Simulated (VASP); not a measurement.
# BaTiO3 (Amm2) in VASP: a series of runs

The runs below take BaTiO3 through single point, with r2SCAN.

Everything below comes from runs of VASP 6.6.1. Logs are shortened: lines on timing, memory, paths and dates and some standing lists are left out, and cuts for length are marked.

**1. The cell of the first run**

The structure is orthorhombic, space group Amm2 (No. 38). Conventional cell: a = 3.918 Å, b = 5.578 Å, c = 5.594 Å, α = 90.00°, β = 90.00°, γ = 90.00°. Ba (site symmetry mm2) has 12 O at 2.73 to 2.87 Å and 8 Ti at 3.36 to 3.47 Å within 3.6 Å. Ti (site symmetry mm2) has 6 O at 1.89 to 2.06 Å within 2.5 Å. Within 2.6 Å of O (site symmetry mm2) lie 2 Ti at 1.96 Å. Within 2.5 Å of O (site symmetry m) lie 2 Ti at 1.89 to 2.06 Å.

**2. Single point, r2SCAN**

File POSCAR:

```
BaTiO3
1.0
    3.9179361002      0.0000000000      0.0000000000
    0.0000000000      2.7888076584      2.7969178009
    0.0000000000     -2.7888076584      2.7969178009
Ba Ti O
1 1 3
Direct
    0.0000000000      0.0000000000      0.0000000000
    0.5000000000      0.5124000000      0.5124000000
    0.0000000000      0.4874000000      0.4874000000
    0.5000000000      0.5052400000      0.9918400000
    0.5000000000      0.9918400000      0.5052400000
```

File INCAR.step1:

```
SYSTEM = BaTiO3
PREC = Accurate ; ENCUT = 520
ISMEAR = 0 ; SIGMA = 0.01
LREAL = .False. ; LASPH = .True.
NELM = 80 ; NBANDS = 28
GGA = PE ; ALGO = Normal
EDIFF = 1E-4 ; LWAVE = .True.
LCHARG = .False.
```

File INCAR.step2:

```
SYSTEM = BaTiO3
PREC = Accurate ; ENCUT = 520
EDIFF = 1E-6 ; ISMEAR = 0
SIGMA = 0.01 ; LREAL = .False.
LASPH = .True. ; NELM = 80
ALGO = Normal ; ISIF = 2
LWAVE = .False. ; LCHARG = .False.
METAGGA = R2SCAN ; LMIXTAU = .True.
NBANDS = 28 ; ISTART = 1
```

File KPOINTS:

```
regular mesh
0
Gamma
  6 6 6
  0 0 0
```

Potentials or basis: VASP PAW PBE potentials, release 64 (Ba_sv, Ti_sv, O).

Run with:

```sh
$ cat potpaw_PBE.64/Ba_sv/POTCAR potpaw_PBE.64/Ti_sv/POTCAR potpaw_PBE.64/O/POTCAR > POTCAR
$ cp INCAR.step1 INCAR
$ mpirun -np 1 vasp_std > vasp.out
$ cp INCAR.step2 INCAR
$ mpirun -np 1 vasp_std > vasp.out
```

OUTCAR:

```text
SYSTEM = BaTiO3
   PREC = Accurate
   ENCUT = 520
   EDIFF = 1E-6
   ISMEAR = 0
   LREAL = .False.
   LASPH = .True.
   NELM = 80
   ISIF = 2
   METAGGA = R2SCAN
   ISTART = 1

 ion  position               nearest neighbor table
   1  0.000  0.000  0.000-   3 2.73   4 2.77   5 2.77   4 2.77   5 2.77   3 2.79   3 2.79   4 2.80
                             5 2.80   5 2.80   4 2.80   3 2.87   2 3.36   2 3.36   2 3.41   2 3.41
   2  0.500  0.512  0.512-   4 1.89   5 1.89   3 1.96   3 1.96   5 2.06   4 2.06   1 3.36   1 3.36
                             1 3.41   1 3.41   1 3.41   1 3.41   1 3.47   1 3.47
   3  0.000  0.487  0.487-   2 1.96   2 1.96   1 2.73   1 2.79   1 2.79   1 2.87
   4  0.500  0.505  0.992-   2 1.89   2 2.06   1 2.77   1 2.77   1 2.80   1 2.80
   5  0.500  0.992  0.505-   2 1.89   2 2.06   1 2.77   1 2.77   1 2.80   1 2.80

  LATTYP: Found a base centered orthorhombic cell.
 ALAT       =     5.5776153168
 B/A-ratio  =     1.0029081039
 C/A-ratio  =     0.7024392823

  Lattice vectors:

 A1 = (   0.0000000000,   2.7888076584,  -2.7969178009)
 A2 = (   0.0000000000,   2.7888076584,   2.7969178009)
 A3 = (   3.9179361002,   0.0000000000,   0.0000000000)

Analysis of symmetry for initial positions (statically):
=====================================================================
 Subroutine PRICEL returns:
 Original cell was already a primitive cell.

 Routine SETGRP: Setting up the symmetry group for a
 base centered orthorhombic supercell.

 Subroutine GETGRP returns: Found  4 space group operations
 (whereof  4 operations were pure point group operations)
 out of a pool of  8 trial point group operations.

The static configuration has the point symmetry C_2v.

Analysis of symmetry for dynamics (positions and initial velocities):
=====================================================================
 Subroutine PRICEL returns:
 Original cell was already a primitive cell.

 Routine SETGRP: Setting up the symmetry group for a
 base centered orthorhombic supercell.

 Subroutine GETGRP returns: Found  4 space group operations
 (whereof  4 operations were pure point group operations)
 out of a pool of  8 trial point group operations.

The dynamic configuration has the point symmetry C_2v.

 Subroutine INISYM returns: Found  4 space group operations
 (whereof  4 operations are pure point group operations),
 and found     1 'primitive' translations

----------------------------------------------------------------------------------------

                                     Primitive cell

  volume of cell :      61.1203

  direct lattice vectors                    reciprocal lattice vectors
     3.917936100  0.000000000  0.000000000     0.255236424  0.000000000  0.000000000
     0.000000000  2.788807658  2.796917801     0.000000000  0.179288091  0.178768214
     0.000000000 -2.788807658  2.796917801     0.000000000 -0.179288091  0.178768214

  length of vectors
     3.917936100  3.949708513  3.949708513     0.255236424  0.253184308  0.253184308

  position of ions in fractional coordinates (direct lattice)
     0.000000000  0.000000000  0.000000000
     0.500000000  0.512400000  0.512400000
     0.000000000  0.487400000  0.487400000
     0.500000000  0.505240000  0.991840000
     0.500000000  0.991840000  0.505240000

  ion indices of the primitive-cell ions
   primitive index   ion index
                 1           1
                 2           2
                 3           3
                 4           4
                 5           5

----------------------------------------------------------------------------------------

 KPOINTS: regular mesh

Automatic generation of k-mesh.
 Grid dimensions read from file:
 generate k-points for:    6    6    6

 Generating k-lattice:

  Cartesian coordinates                     Fractional coordinates (reciprocal lattice)
     0.042539404  0.000000000  0.000000000     0.166666667  0.000000000  0.000000000
     0.000000000  0.029881348  0.029794702     0.000000000  0.166666667  0.000000000
     0.000000000 -0.029881348  0.029794702     0.000000000  0.000000000  0.166666667

  Length of vectors
     0.042539404  0.042197385  0.042197385

  Shift w.r.t. Gamma in fractional coordinates (k-lattice)
     0.000000000  0.000000000  0.000000000

 Subroutine IBZKPT returns following result:
 ===========================================

 Found     52 irreducible k-points:

 Following reciprocal coordinates:
            Coordinates               Weight
  0.000000  0.000000  0.000000      1.000000
  0.166667  0.000000  0.000000      2.000000
  0.333333  0.000000  0.000000      2.000000
  0.500000  0.000000  0.000000      1.000000
  0.000000  0.166667 -0.000000      4.000000
  0.166667  0.166667 -0.000000      8.000000
[... 16 lines left out ...]
  0.333333  0.333333  0.166667      8.000000
  0.500000  0.333333  0.166667      4.000000
 [... further k-points ...]
   k-points           NKPTS =     52   k-points in BZ     NKDIM =     52   number of bands    NBANDS=     28
   number of dos      NEDOS =    301   number of ions     NIONS =      5
   total plane-waves  NPLWV =  27000
   dimension x,y,z NGX =    30 NGY =   30 NGZ =   30
   dimension x,y,z NGXF=    60 NGYF=   60 NGZF=   60
   ions per type =               1   1   3
   NGX,Y,Z   is equivalent  to a cutoff of  12.73, 12.63, 12.63 a.u.
   NGXF,Y,Z  is equivalent  to a cutoff of  25.46, 25.25, 25.25 a.u.
 SYSTEM =  BaTiO3
   PREC   = accura    normal or accurate (medium, high low for compatibility)
   ISTART =      1    job   : 0-new  1-cont  2-samecut
   ICHARG =      0    charge: 1-file 2-atom 10-const
   ISPIN  =      1    spin polarized calculation?
   LNONCOLLINEAR =      F non collinear calculations
   LSORBIT =      F    spin-orbit coupling
   LASPH  =      T    aspherical Exc in radial PAW
   ENCUT  =  520.0 eV  38.22 Ry    6.18 a.u.   7.28  7.34  7.34*2*pi/ulx,y,z
   NELM   =     80;   NELMIN=  2; NELMDL=  0     # of ELM steps
   EDIFF  = 0.1E-05   stopping-criterion for ELM
   LREAL  =      F    real-space projection
   EDIFFG = 0.1E-04   stopping-criterion for IOM
   NSW    =      0    number of steps for IOM
   IBRION =     -1    ionic relax: 0-MD 1-quasi-New 2-CG
   NFREE  =      0    steps in history (QN), initial steepest desc. (CG)
   ISIF   =      2    stress and relaxation
   ISYM   =      2    0-nonsym 1-usesym 2-fastsym
   POTIM  = 0.5000    time-step for ionic-motion
   TEBEG  =    0.0;   TEEND  =   0.0 temperature during run
   PSTRESS=    0.0 pullay stress
   NELECT =      40.0000    total number of electrons
   NUPDOWN=      -1.0000    fix difference up-down
   EMIN   =  10.00;   EMAX   =-10.00  energy-range for DOS
   EFERMI =   0.00;   METHOD = LEGACY
   ISMEAR =     0;   SIGMA  =   0.01  broadening in eV -4-tet -1-fermi 0-gaus
   EFERMI_NEDOS =   21; number of points for ismear=-14 and -15
   IALGO  =     38    algorithm
   IMIX   =      4    mixing-type and parameters
     AMIX     =   0.40;   BMIX     =  1.00
     AMIX_MAG =   1.60;   BMIX_MAG =  1.00
  volume/ion in A,a.u.               =      12.22        82.49
  Fermi-wavevector in a.u.,A,eV,Ry     =   1.421345  2.685953 27.486799  2.020223
  Thomas-Fermi vector in A             =   2.542165
   LORBIT       =      0    0 simple, 1 ext, 2 COOP (PROOUT), +10 PAW based schemes
   METAGGA = R2SCAN    functional components
   LHFCALC =     F    Hartree Fock is set to
   AEXX    =    0.0000 exact exchange contribution
   IVDW    =     0    specifies the selected vdW correction
   LEPSILON=     F    determine dielectric tensor
   LRPA    =     F    only Hartree local field effects (RPA)
 non-spin polarized calculation
 Gauss-broadening in eV      SIGMA  =   0.01
  energy-cutoff  :      520.00
  volume of cell :       61.12
 maximum number of plane-waves:      1667
 NGX is ok and might be reduce to    30
   NGX = 15   NGY = 15   NGZ = 15

 number of electron      40.0000006 magnetization

 Free energy of the ion-electron system (eV)
  ---------------------------------------------------
  ext. energy  EPLUGINS =         0.00000000
  ---------------------------------------------------
  free energy    TOTEN  =       -74.10824467 eV

  energy without entropy =      -74.10824467  energy(sigma->0) =      -74.10824467

 E-fermi :   3.9693     XC(G=0): -12.1894

 val. band max:        3.9075515304   @ k =   0.5000   0.5000   0.5000
 cond. band min:       6.2709091612   @ k =   0.0000   0.0000   0.0000
 fundamental gap:      2.3633576308
 Fermi energy:         3.9693095037

 k-point     1 :       0.0000    0.0000    0.0000
  band No.  band energies     occupation
      1     -54.6583      2.00000
      2     -29.8669      2.00000
      3     -29.8641      2.00000
      4     -29.8476      2.00000
      5     -21.4729      2.00000
      6     -14.0490      2.00000
[... 20 lines left out ...]
     27       9.6237      0.00000
     28      12.7701      0.00000

 k-point     2 :       0.1667    0.0000    0.0000
  band No.  band energies     occupation
      1     -54.6579      2.00000
      2     -29.8676      2.00000
      3     -29.8662      2.00000
      4     -29.8631      2.00000
      5     -21.4304      2.00000
      6     -14.0856      2.00000
[... 20 lines left out ...]
     27      10.1639      0.00000
     28      13.4315      0.00000

 k-point     3 :       0.3333    0.0000    0.0000
  band No.  band energies     occupation
      1     -54.6571      2.00000
      2     -29.9066      2.00000
      3     -29.8648      2.00000
      4     -29.8619      2.00000
      5     -21.3428      2.00000
      6     -14.2660      2.00000
[... 20 lines left out ...]
     27      11.5380      0.00000
     28      13.0970      0.00000

 k-point     4 :       0.5000    0.0000    0.0000
  band No.  band energies     occupation
      1     -54.6567      2.00000
      2     -29.9260      2.00000
      3     -29.8641      2.00000
      4     -29.8611      2.00000
      5     -21.2976      2.00000
      6     -14.3774      2.00000
[... 578 lines left out ...]
     27      12.2588      0.00000
     28      13.4920      0.00000

 k-point    23 :       0.3333    0.3333    0.1667
  band No.  band energies     occupation
      1     -54.6556      2.00000
      2     -29.9159      2.00000
      3     -29.9026      2.00000
      4     -29.8790      2.00000
      5     -21.2336      2.00000
      6     -13.8555      2.00000
[... 20 lines left out ...]
     27      13.1292      0.00000
     28      13.2773      0.00000

 k-point    24 :       0.5000    0.3333    0.1667
  band No.  band energies     occupation
      1     -54.6552      2.00000
      2     -29.9216      2.00000
      3     -29.9148      2.00000
      4     -29.8783      2.00000
      5     -21.2037      2.00000
      6     -13.8042      2.00000
[... 20 lines left out ...]
     27      13.0070      0.00000
     28      13.4943      0.00000

 [... further k-points ...]

------------------------ aborting loop because EDIFF is reached ----------------------------------------

  FORCE on cell =-STRESS in cart. coord.  units (eV):
  Direction    XX          YY          ZZ          XY          YZ          ZX
  --------------------------------------------------------------------------------------
  -------------------------------------------------------------------------------------
  Total        4.4655479      4.5121025      4.2246469      0.0000000      0.0000000      0.0000000
  in kB      117.0576308    118.2779883    110.7427712      0.0000000      0.0000000      0.0000000
  external PRESSURE =     115.3594635 kB  Pullay stress =       0.0000000 kB

 VOLUME and BASIS-vectors are now :
 -----------------------------------------------------------------------------
  energy-cutoff  :      520.00
  volume of cell :       61.12
      direct lattice vectors                 reciprocal lattice vectors
     3.917936100  0.000000000  0.000000000     0.255236424  0.000000000  0.000000000
     0.000000000  2.788807658  2.796917801     0.000000000  0.179288091  0.178768214
     0.000000000 -2.788807658  2.796917801     0.000000000 -0.179288091  0.178768214

 POSITION                                       TOTAL-FORCE (eV/Angst)
 -----------------------------------------------------------------------------------
      0.00000      0.00000      0.00000         0.000000     -0.000000      0.173015
      1.95897      0.00000      2.86628         0.000000     -0.000000     -0.178383
      0.00000      0.00000      2.72644         0.000000     -0.000000      0.246194
      1.95897     -1.35703      4.18721         0.000000     -0.216362     -0.120413
      1.95897      1.35703      4.18721         0.000000      0.216362     -0.120413
 -----------------------------------------------------------------------------------
    total drift:                                0.000000      0.000001     -0.011998

  FREE ENERGIE OF THE ION-ELECTRON SYSTEM (eV)
  ---------------------------------------------------
  free  energy   TOTEN  =       -74.1082446696 eV

  energy  without entropy=      -74.1082446696  energy(sigma->0) =      -74.10824467
```

It took 2.5 min on 1 thread of Intel Xeon 6975P-C (Granite Rapids), shared host; peak memory 0.23 GiB.

What came out:

| Quantity | Value |
| --- | --- |
| Free energy | -74.1082 eV |
| Pressure | 11.5 GPa |
| Largest force | 0.248 eV/Å |
| Band gap on the k mesh | 2.36 eV (least direct gap 2.53 eV) |

Forces on the atoms (eV/Å):
```
Ba   0.000  0.000  0.173
Ti   0.000  0.000 -0.178
O    0.000  0.000  0.246
O    0.000 -0.216 -0.120
O    0.000  0.216 -0.120
```

Levels at points of the mesh, in eV from the valence-band top:
```tsv
k point	band 18	band 19	band 20	band 21	band 22	band 23
(0.00, 0.00, 0.00)	-0.31	-0.22	-0.17	2.36	2.42	2.59
(0.50, 0.00, 0.00)	-1.79	-0.86	-0.81	2.58	4.15	4.25
(0.00, 0.50, 0.00)	-1.75	-0.85	-0.78	2.63	4.18	4.22
(0.50, 0.50, 0.00)	-0.88	-0.86	-0.09	4.21	4.22	4.65
(0.00, 0.50, 0.50)	-0.90	-0.86	-0.15	4.19	4.26	4.65
(0.50, 0.50, 0.50)	-0.05	-0.01	0.00	4.89	4.93	4.95
```

Caveat: the cell stands under pressure; the PAW data sets were made with another functional, which shifts forces and pressure a little; spin-orbit coupling is left out, which moves the levels of the heavy elements. A k mesh can miss the band edges.

**3. Single point, r2SCAN**

This run uses another cell than the first one, of 12.61 Å³/atom.

Edit POSCAR of step 2 so:

```diff
@@ -2,5 +2,5 @@
 1.0
-    3.9179361002      0.0000000000      0.0000000000
-    0.0000000000      2.7888076584      2.7969178009
-    0.0000000000     -2.7888076584      2.7969178009
+    3.9587508719      0.0000000000      0.0000000000
+    0.0000000000      2.8178598290      2.8260544582
+    0.0000000000     -2.8178598290      2.8260544582
 Ba Ti O
```

File INCAR.step1:

```
SYSTEM = BaTiO3
PREC = Accurate
ENCUT = 520
ISMEAR = 0
SIGMA = 0.01
LREAL = .False.
LASPH = .True.
NELM = 60
NBANDS = 28
GGA = PE
ALGO = Normal
EDIFF = 1E-4
LWAVE = .True.
LCHARG = .False.
```

File INCAR.step2:

```
SYSTEM = BaTiO3
PREC = Accurate
ENCUT = 520
EDIFF = 1E-6
ISMEAR = 0
SIGMA = 0.01
LREAL = .False.
LASPH = .True.
NELM = 60
ALGO = Normal
ISIF = 2
LWAVE = .False.
LCHARG = .True.
METAGGA = R2SCAN
LMIXTAU = .True.
LELF = .True.
LVHAR = .True.
NBANDS = 28
ISTART = 1
```

File KPOINTS:

```
Automatic mesh
0
Gamma
  6 6 6
  0 0 0
```

Potentials or basis: VASP PAW PBE potentials, release 64 (Ba_sv, Ti_sv, O).

Run with:

```sh
$ cat potpaw_PBE.64/Ba_sv/POTCAR potpaw_PBE.64/Ti_sv/POTCAR potpaw_PBE.64/O/POTCAR > POTCAR
$ cp INCAR.step1 INCAR
$ mpirun -np 1 vasp_std > vasp.out
$ cp INCAR.step2 INCAR
$ mpirun -np 1 vasp_std > vasp.out
```

It took 3 min on 1 thread of Intel Xeon 6975P-C (Granite Rapids), shared host; peak memory 0.23 GiB.

The run converged. Its results:

- Free energy: -74.2089 eV
- Pressure: 4.9 GPa
- Largest force: 0.260 eV/Å
- Band gap on the k mesh: 2.29 eV (least direct gap 2.49 eV)

Forces on the atoms (eV/Å):
```
Ba   0.000  0.000  0.166
Ti   0.000  0.000  0.003
O    0.000  0.000  0.260
O    0.000 -0.091 -0.215
O    0.000  0.091 -0.215
```

Stress tensor (GPa, compression positive):
```
5.06 0.00 0.00
0.00 5.18 0.00
0.00 0.00 4.49
```

Levels at points of the mesh, in eV from the valence-band top:
```
           k point  band 18  band 19  band 20  band 21  band 22  band 23
(0.00, 0.00, 0.00)    -0.34    -0.25    -0.20     2.29     2.35     2.50
(0.50, 0.00, 0.00)    -1.75    -0.86    -0.81     2.49     3.98     4.07
(0.00, 0.50, 0.00)    -1.71    -0.85    -0.78     2.54     4.01     4.04
(0.50, 0.50, 0.00)    -0.90    -0.89    -0.09     4.03     4.05     4.46
(0.00, 0.50, 0.50)    -0.92    -0.88    -0.14     4.02     4.08     4.46
(0.50, 0.50, 0.50)    -0.05    -0.01     0.00     4.67     4.72     4.73
```

Caveat: the cell stands under pressure; the PAW data sets were made with another functional, which shifts forces and pressure a little; spin-orbit coupling is left out, which moves the levels of the heavy elements.
